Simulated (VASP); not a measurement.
Input of a VASP 6.6.1 run:

INCAR

```
SYSTEM = H2CO
PREC = Accurate
ENCUT = 520
EDIFF = 1E-7
ISMEAR = -1
SIGMA = 0.02
LREAL = Auto
LASPH = .TRUE.
NELM = 60
ALGO = Normal
ISIF = 2
LWAVE = .FALSE.
LCHARG = .FALSE.
GGA = PE
IVDW = 12
NBANDS = 70
```

KPOINTS

```
regular mesh
0
G
  1 1 1
  0 0 0
```

File POSCAR:

```
H2CO
1.0
    7.8729940000      0.0000000000      0.0000000000
    0.0000000000      7.8729940000      0.0000000000
    0.0000000000      0.0000000000      7.8729940000
O C H
8 8 16
Direct
    0.8300654109     -0.1587197958      0.7195483700
   -0.0180490421     -0.0164486344      0.1938652563
    0.2296076944      0.6923414396      0.5646771736
    0.8520265607      0.3264323585      0.6188370015
    0.4333040264      0.1711801127      0.7898519928
    0.4366064549      0.8354382081      0.1580339068
    1.0374706243      0.4446720015      0.0362378023
    0.4968503723      0.3470471335      0.1732250780
    0.7390454000     -0.0946907873      0.8302940406
    0.0311444414     -0.0316652089      0.0529023647
    0.0832720055      0.6896486902      0.5168173633
    0.8858764531      0.2358569053      0.4981078355
    0.3305730958      0.2810747728      0.8087901502
    0.5163092973      0.7271820606      0.2336214152
    0.9669002669      0.5761467620     -0.0058935648
    0.4760704759      0.2296712026      0.2752320147
    0.6668873366     -0.1688684127      0.9198152571
    0.7124481487      0.0443541555      0.8417382256
    0.0193446102      0.0647403008     -0.0460942813
    0.0646894942     -0.1686270814      0.0092976065
    0.0604090388      0.7637374041      0.3990476812
   -0.0185698097      0.6233714899      0.5898645420
    0.8913000569      0.2798681162      0.3680429580
    0.9101366011      0.1020450416      0.5068846744
    0.2498668232      0.3202847608      0.6940053555
    0.3095772714      0.3459674934      0.9309800058
    0.6397439144      0.6759817167      0.1854821685
    0.4730220803      0.6916174457      0.3604473724
    1.0070374752      0.6181384109     -0.1250731297
    0.8539826145      0.6431860611      0.0393243028
    0.5631910808      0.1228757446      0.3093105368
    0.3653502086      0.2324655652      0.3558493757
```

Potentials or basis: VASP PAW PBE potentials, release 64 (O, C, H).

Launch:

```console
$ cat potpaw_PBE.64/O/POTCAR potpaw_PBE.64/C/POTCAR potpaw_PBE.64/H/POTCAR > POTCAR
$ mpirun -np 1 vasp_gam > vasp.out
```

Q: What does it give for the largest force?

A: 3.635 eV/Å.

Q: Predict the dispersion energy per atom.

A: -0.036 eV.

Stress tensor (GPa, compression positive):
```
 1.17 -0.38 -0.59
-0.38  0.66 -0.65
-0.59 -0.65  2.30
```

Caveat: the k points lie up to 0.80 Å⁻¹ apart.
